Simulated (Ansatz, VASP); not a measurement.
**MgS in VASP and in Ansatz**

```
Mg S
1.0
     3.64543    0.00000    0.00000
    -1.82272    3.15704    0.00000
     0.00000    0.00000    6.14736
Mg S
2 2
Cartesian
  0.0000 0.0000 0.0000
  0.0000 0.0000 3.0737
  0.0000 2.1047 1.5368
  1.8227 1.0523 4.6105
```

Alike in both runs: task single point; functional HSE06; k mesh 6 × 6 × 2; no spin polarisation.

|  | VASP | Ansatz |
| --- | --- | --- |
| version | VASP 6.6.1 | Ansatz 0.2.0 |
| potentials or method | VASP PAW PBE potentials, release 64 (Mg, S) | plane waves |
| plane-wave cutoff (eV) | 520 | 420 |
| occupations | gaussian, width 0.01 eV | fixed |
| valence electrons in the cell | 16 | 32 |

|  | VASP | Ansatz | Ansatz less VASP |
| --- | --- | --- | --- |
| gap on the k mesh at the Fermi level (eV) | 4.41 | 4.46 | +0.049 |
| pressure (GPa) | -0.7 | -0.4 | +0.32 |
| traceless stress, the component that is largest in VASP (GPa) | -0.11 | -0.05 | +0.062 |

VASP's potentials hold 16 valence electrons a cell and Ansatz's 32, so a difference there can come from the potentials and not from the codes. Ansatz's warnings: stress exchange threshold loose, stress scf threshold loose.

The k mesh is coarse, so the values compare programs but aren't converged.
